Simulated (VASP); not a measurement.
Write the native input for VASP 6.6.1 that does the following.

| Quantity | Value |
| --- | --- |
| Task | single point |
| Functional | LDA |
| Potentials or basis | VASP PAW LDA potentials, release 64 (Cu, Au) |
| Cutoff | 520 eV |
| k mesh | 9 × 9 × 9 |
| Occupations | fermi-dirac, width 0.05 eV |
| Spin | no spin polarisation |
| Dipole correction | no |
| Further INCAR settings | ALGO = Normal; EDIFF = 1e-06; NBANDS = 30 |

The structure of CuAu3 lies in POSCAR:

```
CuAu3
1.0
    3.9800000000      0.0000000000      0.0000000000
    0.0000000000      3.9800000000      0.0000000000
    0.0000000000      0.0000000000      4.0198000000
Cu Au
1 3
Direct
    0.0000000000      0.0000000000      0.0000000000
    0.0000000000      0.5000000000      0.5000000000
    0.5000000000      0.0000000000      0.5000000000
    0.5000000000      0.5000000000      0.0000000000
```

This cell differs from its parent crystal: zz strain of +1 %.

The input as run:

INCAR

```
  PREC = Accurate
  ENCUT = 520
  EDIFF = 1E-6
  ISMEAR = -1
  SIGMA = 0.05
  LREAL = False
  LASPH = True
  NELM = 60
  ALGO = Normal
  ISIF = 2
  LWAVE = False
  LCHARG = False
  GGA = CA
  NBANDS = 30
```

KPOINTS

```
Automatic mesh
0
Gamma
  9 9 9
```

Potentials or basis: VASP PAW LDA potentials, release 64 (Cu, Au).

Run with:

```console
$ cat potpaw_LDA.64/Cu/POTCAR potpaw_LDA.64/Au/POTCAR > POTCAR
$ mpirun -np 1 vasp_std > vasp.out
```

Results of the run:

- Pressure: -6.7 GPa
- Band gap on the k mesh: zero (band 22 reaches 9.87 eV, above the bottom of band 23 at 8.35 eV)

Caveat: the cell differs from its parent crystal (zz strain of +1 %); spin-orbit coupling is left out, which moves the levels of the heavy elements.

Wall time 60 s on 1 thread of AMD EPYC 9R45 96-Core Processor (Zen 5), on a shared host, peak memory 0.21 GiB.
